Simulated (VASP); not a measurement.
GaN: single point with r2SCAN

The system is GaN.

```
CELL_PARAMETERS angstrom
3.16987 0.00000 0.00000
-1.58493 2.74518 0.00000
0.00000 0.00000 5.18500
ATOMIC_POSITIONS crystal
Ga 0.33333 0.66667 0.00049
Ga 0.66667 0.33333 0.50049
N 0.33333 0.66667 0.37651
N 0.66667 0.33333 0.87651
```

| Item | Value |
| --- | --- |
| Program | VASP 6.6.1 |
| Task | single point |
| Functional | r2SCAN |
| Potentials or basis | VASP PAW PBE potentials, release 64 (Ga_d, N) |
| Cutoff | 520 eV |
| k mesh | 8 × 8 × 5 |
| Occupations | gaussian, width 0.05 eV |
| Spin | no spin polarisation |

```yaml
Pressure: 2.7 GPa
Largest_force: 0.012 eV/Å
Band_gap_on_the_k_mesh: 2.38 eV
```

Forces in eV/Å, atoms in the order of the input:
```
Ga   0.000  0.000  0.012
Ga   0.000  0.000  0.012
N    0.000  0.000 -0.012
N    0.000  0.000 -0.012
```

Stress tensor (GPa, compression positive):
```
3.24 0.00 0.00
0.00 3.24 0.00
0.00 0.00 1.74
```

Levels at points of the mesh, in eV from the valence-band top:
```csv
k point,band 15,band 16,band 17,band 18,band 19,band 20,band 21,band 22
"(0.00, 0.00, 0.00)",-1.07,-0.06,0.00,0.00,2.38,4.91,9.97,10.67
"(0.50, 0.00, 0.00)",-4.35,-2.85,-2.28,-1.05,5.63,6.16,6.53,9.40
```

Run time: 82 s on 1 thread of Intel(R) Xeon(R) Platinum 8559C (Emerald Rapids) (shared host), peak memory 0.18 GiB.

Caveat: the PAW data sets were made with another functional, which shifts forces and pressure a little.
